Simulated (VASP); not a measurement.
A run of VASP 6.6.1 is set up as follows.

The input INCAR:

```
SYSTEM = WS2
  PREC = Accurate
  ENCUT = 520
  EDIFF = 1E-6
  ISMEAR = -1
  SIGMA = 0.05
  LREAL = .False.
  LASPH = .True.
  NELM = 60
  ALGO = Normal
  ISIF = 2
  LWAVE = .False.
  LCHARG = .False.
  GGA = PS
  IVDW = 12
  NBANDS = 20
```

The input KPOINTS:

```
regular mesh
0
Gamma
  10 10 2
  0 0 0
```

File POSCAR:

```
WS2
1.0
    3.1246809921      0.0000000000      0.0000000000
   -1.5623404960      2.7060531179      0.0000000000
    0.0000000000      0.0000000000     16.9451134115
W S
1 2
Direct
    0.0000000000      0.0000000000      0.0000000000
    0.3333333333      0.6666666667      0.0927658615
    0.3333333333      0.6666666667      0.9072341385
```

Potentials or basis: VASP PAW PBE potentials, release 64 (W_sv, S).

Launch:

```console
$ cat potpaw_PBE.64/W_sv/POTCAR potpaw_PBE.64/S/POTCAR > POTCAR
$ mpirun -np 1 vasp_std > vasp.out
```

Problem. What does it give for the band gap on the k mesh?

Solution. 2.25 eV (least direct gap 2.38 eV).

Problem. What does it give for the largest force?

Solution. 0.026 eV/Å.

Problem. What does it give for the dispersion energy per atom?

Solution. -0.253 eV.

Forces in eV/Å, atoms in the order of the input:
```
W    0.000  0.000  0.000
S    0.000  0.000  0.026
S    0.000  0.000 -0.026
```

Caveat: three body term missing; there is no dipole correction, which matters where the two faces differ; the PAW data sets were made with another functional, which shifts forces and pressure a little; spin-orbit coupling is left out, which moves the levels of the heavy elements.
